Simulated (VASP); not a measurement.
# Ir (Fm-3m) in VASP: a series of runs

Ir is run at these levels: PBE; tasks: single point.

All numbers are computed with VASP 6.6.1; they aren't measurements. Logs are shortened: lines on timing, memory, paths and dates and some standing lists are left out, and cuts for length are marked.

## Step 1: The cell of the first run

Symmetry: Fm-3m, No. 225, cubic system. Conventional cell: a = 3.871 Å, b = 3.871 Å, c = 3.871 Å, α = 90.00°, β = 90.00°, γ = 90.00°. Within 3.6 Å of Ir (site symmetry m-3m) lie 12 Ir at 2.74 Å.

## Step 2: Single point, PBE

INCAR

```
PREC = Accurate
ENCUT = 520
EDIFF = 1E-6
ISMEAR = -1
SIGMA = 0.15
LREAL = False
LASPH = True
NELM = 100
ALGO = Normal
ISIF = 2
LWAVE = False
LCHARG = False
GGA = PE
NBANDS = 10
```

KPOINTS

```
Automatic mesh
0
Gamma
  4 4 4
```

POSCAR

```
Ir
1.0
    0.0000000000      1.9354000000      1.9354000000
    1.9354000000      0.0000000000      1.9354000000
    1.9354000000      1.9354000000      0.0000000000
Ir
1
Direct
    0.0000000000      0.0000000000      0.0000000000
```

Potentials or basis: VASP PAW PBE potentials, release 64 (Ir).

Run with:

```
$ cat potpaw_PBE.64/Ir/POTCAR > POTCAR
$ mpirun -np 1 vasp_std > vasp.out
```

OUTCAR:

```text
PREC = Accurate
   ENCUT = 520
   EDIFF = 1E-6
   ISMEAR = -1
   LREAL = False
   LASPH = True
   NELM = 100
   ISIF = 2
   GGA = PE

 ion  position               nearest neighbor table
   1  0.000  0.000  0.000-

  LATTYP: Found a face centered cubic cell.
 ALAT       =     3.8708000000

  Lattice vectors:

 A1 = (   0.0000000000,   1.9354000000,   1.9354000000)
 A2 = (   1.9354000000,   0.0000000000,   1.9354000000)
 A3 = (   1.9354000000,   1.9354000000,   0.0000000000)

Analysis of symmetry for initial positions (statically):
=====================================================================
 Subroutine PRICEL returns:
 Original cell was already a primitive cell.

 Routine SETGRP: Setting up the symmetry group for a
 face centered cubic supercell.

 Subroutine GETGRP returns: Found 48 space group operations
 (whereof 48 operations were pure point group operations)
 out of a pool of 48 trial point group operations.

The static configuration has the point symmetry O_h .

Analysis of symmetry for dynamics (positions and initial velocities):
=====================================================================
 Subroutine PRICEL returns:
 Original cell was already a primitive cell.

 Routine SETGRP: Setting up the symmetry group for a
 face centered cubic supercell.

 Subroutine GETGRP returns: Found 48 space group operations
 (whereof 48 operations were pure point group operations)
 out of a pool of 48 trial point group operations.

The dynamic configuration has the point symmetry O_h .

 Subroutine INISYM returns: Found 48 space group operations
 (whereof 48 operations are pure point group operations),
 and found     1 'primitive' translations

----------------------------------------------------------------------------------------

                                     Primitive cell

  volume of cell :      14.4991

  direct lattice vectors                    reciprocal lattice vectors
     0.000000000  1.935400000  1.935400000    -0.258344528  0.258344528  0.258344528
     1.935400000  0.000000000  1.935400000     0.258344528 -0.258344528  0.258344528
     1.935400000  1.935400000  0.000000000     0.258344528  0.258344528 -0.258344528

  length of vectors
     2.737068929  2.737068929  2.737068929     0.447465849  0.447465849  0.447465849

  position of ions in fractional coordinates (direct lattice)
     0.000000000  0.000000000  0.000000000

  ion indices of the primitive-cell ions
   primitive index   ion index
                 1           1

----------------------------------------------------------------------------------------

 KPOINTS: Automatic mesh

Automatic generation of k-mesh.
 Grid dimensions read from file:
 generate k-points for:    4    4    4

 Generating k-lattice:

  Cartesian coordinates                     Fractional coordinates (reciprocal lattice)
    -0.064586132  0.064586132  0.064586132     0.250000000  0.000000000  0.000000000
     0.064586132 -0.064586132  0.064586132     0.000000000  0.250000000  0.000000000
     0.064586132  0.064586132 -0.064586132     0.000000000  0.000000000  0.250000000

  Length of vectors
     0.111866462  0.111866462  0.111866462

  Shift w.r.t. Gamma in fractional coordinates (k-lattice)
     0.000000000  0.000000000  0.000000000

 Subroutine IBZKPT returns following result:
 ===========================================

 Found      8 irreducible k-points:

 Following reciprocal coordinates:
            Coordinates               Weight
  0.000000  0.000000  0.000000      1.000000
  0.250000  0.000000  0.000000      8.000000
  0.500000  0.000000  0.000000      4.000000
  0.250000  0.250000  0.000000      6.000000
  0.500000  0.250000  0.000000     24.000000
 -0.250000  0.250000  0.000000     12.000000
  0.500000  0.500000  0.000000      3.000000
 -0.250000  0.500000  0.250000      6.000000
   k-points           NKPTS =      8   k-points in BZ     NKDIM =      8   number of bands    NBANDS=     10
   number of dos      NEDOS =    301   number of ions     NIONS =      1
   total plane-waves  NPLWV =   8000
   dimension x,y,z NGX =    20 NGY =   20 NGZ =   20
   dimension x,y,z NGXF=    40 NGYF=   40 NGZF=   40
   ions per type =               1
   NGX,Y,Z   is equivalent  to a cutoff of  12.15, 12.15, 12.15 a.u.
   NGXF,Y,Z  is equivalent  to a cutoff of  24.30, 24.30, 24.30 a.u.
 SYSTEM =  unknown system
   PREC   = accura    normal or accurate (medium, high low for compatibility)
   ISTART =      0    job   : 0-new  1-cont  2-samecut
   ICHARG =      2    charge: 1-file 2-atom 10-const
   ISPIN  =      1    spin polarized calculation?
   LNONCOLLINEAR =      F non collinear calculations
   LSORBIT =      F    spin-orbit coupling
   LASPH  =      T    aspherical Exc in radial PAW
   ENCUT  =  520.0 eV  38.22 Ry    6.18 a.u.   5.09  5.09  5.09*2*pi/ulx,y,z
   NELM   =    100;   NELMIN=  2; NELMDL= -5     # of ELM steps
   EDIFF  = 0.1E-05   stopping-criterion for ELM
   LREAL  =      F    real-space projection
   EDIFFG = 0.1E-04   stopping-criterion for IOM
   NSW    =      0    number of steps for IOM
   IBRION =     -1    ionic relax: 0-MD 1-quasi-New 2-CG
   NFREE  =      0    steps in history (QN), initial steepest desc. (CG)
   ISIF   =      2    stress and relaxation
   ISYM   =      2    0-nonsym 1-usesym 2-fastsym
   POTIM  = 0.5000    time-step for ionic-motion
   TEBEG  =    0.0;   TEEND  =   0.0 temperature during run
   PSTRESS=    0.0 pullay stress
   NELECT =       9.0000    total number of electrons
   NUPDOWN=      -1.0000    fix difference up-down
   EMIN   =  10.00;   EMAX   =-10.00  energy-range for DOS
   EFERMI =   0.00;   METHOD = LEGACY
   ISMEAR =    -1;   SIGMA  =   0.15  broadening in eV -4-tet -1-fermi 0-gaus
   EFERMI_NEDOS =   21; number of points for ismear=-14 and -15
   IALGO  =     38    algorithm
   IMIX   =      4    mixing-type and parameters
     AMIX     =   0.40;   BMIX     =  1.00
     AMIX_MAG =   1.60;   BMIX_MAG =  1.00
  volume/ion in A,a.u.               =      14.50        97.85
  Fermi-wavevector in a.u.,A,eV,Ry     =   1.396502  2.639006 26.534329  1.950218
  Thomas-Fermi vector in A             =   2.519850
   LORBIT       =      0    0 simple, 1 ext, 2 COOP (PROOUT), +10 PAW based schemes
   GGA     = PE    functional components
   LHFCALC =     F    Hartree Fock is set to
   AEXX    =    0.0000 exact exchange contribution
   IVDW    =     0    specifies the selected vdW correction
   LEPSILON=     F    determine dielectric tensor
   LRPA    =     F    only Hartree local field effects (RPA)
 non-spin polarized calculation
  energy-cutoff  :      520.00
  volume of cell :       14.50
 maximum number of plane-waves:       399
   NGX = 11   NGY = 11   NGZ = 11

 number of electron       9.0000000 magnetization

 Free energy of the ion-electron system (eV)
  ---------------------------------------------------
  ext. energy  EPLUGINS =         0.00000000
  ---------------------------------------------------
  free energy    TOTEN  =        -9.34164666 eV

  energy without entropy =       -9.31212110  energy(sigma->0) =       -9.32688388

 E-fermi :   9.6638     XC(G=0): -13.8432

 val. band max:        9.2815894320   @ k =   0.5000   0.0000   0.0000
 cond. band min:       9.7172497782   @ k =   0.2500   0.2500   0.0000
 fundamental gap:      0.4356603462
 Fermi energy:         9.6638202583

 k-point     1 :       0.0000    0.0000    0.0000
  band No.  band energies     occupation
      1      -0.8753      2.00000
      2       6.2265      2.00000
      3       6.2265      2.00000
      4       6.2265      2.00000
      5       8.7989      1.99375
      6       8.7989      1.99375
      7      24.3751      0.00000
      8      29.7925      0.00000
      9      29.7925      0.00000
     10      29.7925      0.00000

 k-point     2 :       0.2500    0.0000    0.0000
  band No.  band energies     occupation
      1       1.2923      2.00000
      2       5.7342      2.00000
      3       6.6522      2.00000
      4       6.6522      2.00000
      5       8.9828      1.97888
      6       8.9828      1.97888
      7      23.6530      0.00000
      8      26.6332      0.00000
      9      33.3838      0.00000
     10      33.3839      0.00000

 k-point     3 :       0.5000    0.0000    0.0000
  band No.  band energies     occupation
      1       2.1356      2.00000
      2       6.1242      2.00000
      3       6.1242      2.00000
      4       9.2816      1.85491
      5      10.8126      0.00094
      6      10.8126      0.00094
      7      16.9838      0.00000
      8      23.8969      0.00000
      9      29.5574      0.00000
     10      29.5574      0.00000

 k-point     4 :       0.2500    0.2500    0.0000
  band No.  band energies     occupation
      1       2.0411      2.00000
      2       4.3332      2.00000
      3       7.0377      2.00000
      4       8.1580      1.99991
      5       8.1580      1.99991
      6       9.7172      0.82376
      7      27.7560      0.00000
      8      27.8420      0.00000
      9      27.8420      0.00000
     10      29.4022      0.00000

 k-point     5 :       0.5000    0.2500    0.0000
  band No.  band energies     occupation
      1       3.3112      2.00000
      2       4.6012      2.00000
      3       6.4156      2.00000
      4       8.0677      1.99995
      5      10.9721      0.00033
      6      13.7466      0.00000
      7      18.0084      0.00000
      8      24.9060      0.00000
      9      26.1995      0.00000
     10      29.4623      0.00000

 k-point     6 :      -0.2500    0.2500    0.0000
  band No.  band energies     occupation
      1       3.8142      2.00000
      2       5.1832      2.00000
      3       5.5762      2.00000
      4       7.6217      2.00000
      5       8.6510      1.99767
      6      12.7211      0.00000
      7      21.4128      0.00000
      8      24.0435      0.00000
      9      27.8351      0.00000
     10      32.3775      0.00000

 k-point     7 :       0.5000    0.5000    0.0000
  band No.  band energies     occupation
      1       2.3346      2.00000
      2       2.9010      2.00000
      3      10.7741      0.00122
      4      11.3707      0.00002
      5      11.3707      0.00002
      6      11.6885      0.00000
      7      20.1426      0.00000
      8      21.5702      0.00000
      9      21.5702      0.00000
     10      30.8599      0.00000

 k-point     8 :      -0.2500    0.5000    0.2500
  band No.  band energies     occupation
      1       3.9342      2.00000
      2       5.2718      2.00000
      3       5.2718      2.00000
      4       8.2368      1.99985
      5      11.3758      0.00002
      6      17.9629      0.00000
      7      18.8691      0.00000
      8      18.8691      0.00000
      9      22.9885      0.00000
     10      35.2747      0.00000

------------------------ aborting loop because EDIFF is reached ----------------------------------------

  FORCE on cell =-STRESS in cart. coord.  units (eV):
  Direction    XX          YY          ZZ          XY          YZ          ZX
  --------------------------------------------------------------------------------------
  -------------------------------------------------------------------------------------
  Total       -0.7708034     -0.7708034     -0.7708034      0.0000000     -0.0000000      0.0000000
  in kB      -85.1749683    -85.1749683    -85.1749683      0.0000000     -0.0000000      0.0000000
  external PRESSURE =     -85.1749683 kB  Pullay stress =       0.0000000 kB

 VOLUME and BASIS-vectors are now :
 -----------------------------------------------------------------------------
  energy-cutoff  :      520.00
  volume of cell :       14.50
      direct lattice vectors                 reciprocal lattice vectors
     0.000000000  1.935400000  1.935400000    -0.258344528  0.258344528  0.258344528
     1.935400000  0.000000000  1.935400000     0.258344528 -0.258344528  0.258344528
     1.935400000  1.935400000  0.000000000     0.258344528  0.258344528 -0.258344528

 POSITION                                       TOTAL-FORCE (eV/Angst)
 -----------------------------------------------------------------------------------
      0.00000      0.00000      0.00000        -0.000000      0.000000      0.000000
 -----------------------------------------------------------------------------------
    total drift:                                0.000000      0.000000      0.000000

  FREE ENERGIE OF THE ION-ELECTRON SYSTEM (eV)
  ---------------------------------------------------
  free  energy   TOTEN  =        -9.3416466578 eV

  energy  without entropy=       -9.3121210979  energy(sigma->0) =       -9.32688388
```

It took 2.5 s on 1 thread of Intel Xeon Platinum 8375C at 2.90GHz (Ice Lake), shared host; peak memory 0.12 GiB.

Results:

| Item | Value |
| --- | --- |
| Free energy | -9.3416 eV |
| Pressure | -8.5 GPa |

Levels at points of the mesh, in eV from the Fermi level:
```
           k point  band 2  band 3  band 4  band 5  band 6  band 7
(0.00, 0.00, 0.00)   -3.44   -3.44   -3.44   -0.86   -0.86   14.71
(0.50, 0.00, 0.00)   -3.54   -3.54   -0.38    1.15    1.15    7.32
(0.50, 0.50, 0.00)   -6.76    1.11    1.71    1.71    2.02   10.48
```

Caveat: the k points lie up to 0.70 Å⁻¹ apart; spin-orbit coupling is left out, which moves the levels of the heavy elements.

## Step 3: Single point, PBE, non-collinear spin, zero start, spin-orbit coupling

INCAR

```
  PREC = Accurate
  ENCUT = 520
  EDIFF = 1E-7
  ISMEAR = -1
  SIGMA = 0.15
  LREAL = F
  LASPH = T
  NELM = 150
  ALGO = Normal
  ISIF = 2
  LWAVE = F
  LCHARG = T
  MAGMOM = 0 0 0
  LORBIT = 11
  LSORBIT = T
  GGA_COMPAT = F
  LORBMOM = T
  LMAXMIX = 4
  GGA = PE
  LVHAR = T
  NBANDS = 20
```

KPOINTS is that of step 2.

POSCAR is that of step 2.

Potentials or basis: VASP PAW PBE potentials, release 64 (Ir).

Run with:

```
$ cat potpaw_PBE.64/Ir/POTCAR > POTCAR
$ mpirun -np 1 vasp_ncl > vasp.out
```

Run time: 8.8 s. Hardware: 1 thread of Intel Xeon Platinum 8375C at 2.90GHz (Ice Lake), shared host; peak memory 0.16 GiB.

It converged, with:

```yaml
Free_energy: -9.6787 eV
Pressure: -7.8 GPa
Net_moment: 0.00 μB per cell
Valence_electrons_inside_the_program's_atomic_spheres: Ir 8.31
```

Moments on the atoms (μB; x, y, z):
```
Ir  0.00 0.00 0.00
```

Caveat: the k points lie up to 0.70 Å⁻¹ apart.

(Continued in part 2 of 2.)
